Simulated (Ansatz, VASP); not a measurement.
**Two plane-wave programs on WSe2**

```
Se W
1.0
     3.28549    0.00000    0.00000
    -1.64275    2.84532    0.00000
     0.00000    0.00000   24.23865
Se W
4 2
Cartesian
  0.0000 1.8969 4.5000
  0.0000 1.8969 7.8693
  -0.2738 2.3711 11.3793
  -0.2738 2.3711 14.7486
  1.6427 0.9484 6.1847
  1.3690 1.4227 13.0640
```

Alike in both runs: task single point; functional PBE; dispersion D3(BJ); k mesh 9 × 9 × 1; occupations gaussian, width 0.05 eV; no spin polarisation.

```csv
,VASP,Ansatz
version,VASP 6.6.1,Ansatz 0.2.0
potentials or method,"VASP PAW PBE potentials, release 64 (Se, W_sv), cutoff 520 eV","scalar-relativistic, plane waves, PAW"
valence electrons in the cell,52,92
```

|  | VASP | Ansatz | Ansatz less VASP |
| --- | --- | --- | --- |
| gap on the k mesh at the Fermi level (eV) | 1.52 | 1.51 | -0.001 |
| least direct gap on the mesh (eV) | 1.64 | 1.64 | +0.004 |
| rms of the force components (eV/Å) | 0.020 | 0.022 | +0.0019 |

VASP's potentials hold 52 valence electrons a cell and Ansatz's 92, so a difference there can come from the potentials and not from the codes.

Neither program's run includes spin-orbit coupling.
